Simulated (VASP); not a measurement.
Input of a VASP 6.6.1 run:

Contents of INCAR:

```
  PREC = Accurate
  ENCUT = 520
  EDIFF = 1E-6
  ISMEAR = 0
  SIGMA = 0.05
  LREAL = F
  LASPH = T
  NELM = 100
  ALGO = Normal
  ISIF = 2
  LWAVE = F
  LCHARG = F
  GGA = PE
  NBANDS = 16
```

The input KPOINTS:

```
Automatic mesh
0
Gamma
  10 10 10
```

POSCAR

```
AgCl
1.0
    0.0000000000      3.1129123322      2.2008290189
    3.1129123322      0.0000000000      2.2008290189
    3.1129123322      3.1129123322      0.0000000000
Ag Cl
1 1
Direct
    0.5000000000      0.5000000000      0.5000000000
    0.0000000000      0.0000000000      0.0000000000
```

Potentials or basis: VASP PAW PBE potentials, release 64 (Ag, Cl).

Run with:

```sh
$ cat potpaw_PBE.64/Ag/POTCAR potpaw_PBE.64/Cl/POTCAR > POTCAR
$ mpirun -np 1 vasp_std > vasp.out
```

(1) What does it give for the band gap on the k mesh?

(2) What does it give for the pressure?

## Answers

(1) 1.46 eV (least direct gap 3.55 eV).

(2) 16.1 GPa.

Caveat: the stress differs along the axes, from 4 to 40 GPa.
